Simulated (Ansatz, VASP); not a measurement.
HfTi2Ge3 in VASP and in Ansatz

```
CELL_PARAMETERS angstrom
-2.59999 2.59999 5.16916
2.59999 -2.59999 5.16916
2.59999 2.59999 -5.16916
ATOMIC_POSITIONS crystal
Hf 0.50000 0.50000 0.00000
Ti 0.50000 0.00000 0.50000
Ti 0.00000 0.50000 0.50000
Ge 0.24747 0.24747 0.00000
Ge 0.75253 0.75253 0.00000
Ge 0.00000 0.00000 0.00000
```

Alike in both runs: functional PBE; k mesh 4 × 4 × 4; occupations gaussian, width 0.2 eV; no spin polarisation.

Ansatz relaxed the structure, and its values are those at the end. VASP's run is a single point on that final structure, the one shown.

|  | VASP | Ansatz |
| --- | --- | --- |
| version | VASP 6.6.1 | Ansatz 0.2.0 |
| potentials or method | VASP PAW PBE potentials, release 64 (Hf_pv, Ti_sv, Ge_d), cutoff 500 eV | scalar-relativistic, plane waves, PAW |
| valence electrons in the cell | 76 | 92 |

VASP gave:

- gap on the k mesh at the Fermi level (eV): none
- pressure (GPa): 0.0
- rms of the force components (eV/Å): 0.004

Problem. Which values does Ansatz return?

Solution. gap on the k mesh at the Fermi level (eV): none; pressure (GPa): 0.1; rms of the force components (eV/Å): 0.000.

A gap of «none» marks a metal or a gap that the smearing closes. VASP's potentials hold 76 valence electrons a cell and Ansatz's 92, so a difference there can come from the potentials and not from the codes.

The k mesh is coarse, so the values compare programs but aren't converged. Spin-orbit coupling is off throughout.
